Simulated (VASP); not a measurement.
Here is a VASP 6.6.1 calculation.

The input INCAR:

```
  PREC = Accurate
  ENCUT = 520
  EDIFF = 1E-6
  ISMEAR = -1
  SIGMA = 0.1
  LREAL = F
  LASPH = T
  NELM = 60
  ALGO = Normal
  ISIF = 2
  LWAVE = F
  LCHARG = F
  NBANDS = 13
```

The input KPOINTS:

```
Automatic mesh
0
Gamma
  20 20 19
```

Contents of POSCAR:

```
Ru
1.0
    2.1805909457      0.0000000000      0.0000000000
   -1.0902954729      1.8884471542      0.0000000000
    0.0000000000      0.0000000000      2.0341066526
Ru
1
Direct
    0.0000000000      0.0000000000      0.0000000000
```

Potentials or basis: VASP PAW LDA potentials, release 64 (Ru_pv).

Run with:

```bash
$ cat potpaw_LDA.64/Ru_pv/POTCAR > POTCAR
$ mpirun -np 1 vasp_std > vasp.out
```

(1) Predict the pressure.

(2) Predict the band gap on the k mesh.

Results:

(1) 525.0 GPa.

(2) zero (band 7 reaches 29.79 eV, above the bottom of band 8 at 21.40 eV).
